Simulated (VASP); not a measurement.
ZnS: single point with PBE+D3(BJ)

ZnS:

```
CELL_PARAMETERS angstrom
3.79959 0.00000 0.00000
-1.89980 3.29054 0.00000
0.00000 0.00000 24.85676
ATOMIC_POSITIONS crystal
Zn 0.33333 0.66667 0.12522
Zn 0.00000 0.00000 0.00036
Zn 0.66667 0.33333 0.62478
Zn 0.66667 0.33333 0.87525
Zn 0.00000 0.00000 0.74988
Zn 0.33333 0.66667 0.49990
Zn 0.00000 0.00000 0.37500
Zn 0.66667 0.33333 0.25011
S 0.66667 0.33333 0.34375
S 0.66667 0.33333 0.71842
S 0.33333 0.66667 0.21886
S 0.00000 0.00000 0.84369
S 0.66667 0.33333 0.96903
S 0.00000 0.00000 0.09397
S 0.33333 0.66667 0.59354
S 0.00000 0.00000 0.46865
```

```
Program             : VASP 6.6.1
Task                : single point
Functional          : PBE
Dispersion          : D3(BJ)
Potentials or basis : VASP PAW PBE potentials, release 64 (Zn, S)
Cutoff              : 520 eV
k mesh              : 9 × 9 × 2
Occupations         : gaussian, width 0.02 eV
Spin                : no spin polarisation
```

```json
{
  "Pressure": "0.5 GPa",
  "Band gap on the k mesh": "2.20 eV, direct",
  "Dispersion energy per atom": "-0.313 eV"
}
```

Forces on the atoms (eV/Å):
```
Zn   0.000  0.000  0.000
Zn   0.000  0.000  0.001
Zn   0.000  0.000  0.000
Zn   0.000  0.000 -0.001
Zn   0.000  0.000  0.000
Zn   0.000  0.000  0.000
Zn   0.000  0.000  0.000
Zn   0.000  0.000  0.000
S    0.000  0.000  0.000
S    0.000  0.000  0.002
S    0.000  0.000  0.000
S    0.000  0.000  0.002
S    0.000  0.000 -0.001
S    0.000  0.000 -0.003
S    0.000  0.000  0.000
S    0.000  0.000  0.000
```

Levels at points of the mesh, in eV from the valence-band top:
| k point | band 70 | band 71 | band 72 | band 73 | band 74 | band 75 |
| --- | --- | --- | --- | --- | --- | --- |
| (0.00, 0.00, 0.00) | -0.02 | 0.00 | 0.00 | 2.20 | 3.00 | 3.06 |
| (0.00, 0.00, 0.50) | -0.05 | -0.03 | -0.03 | 2.47 | 2.52 | 3.24 |

It took 9.4 min on 1 thread of Intel(R) Xeon(R) 6975P-C (Granite Rapids), with other jobs on the host, peak memory 0.62 GiB.

A k mesh can miss the band edges.
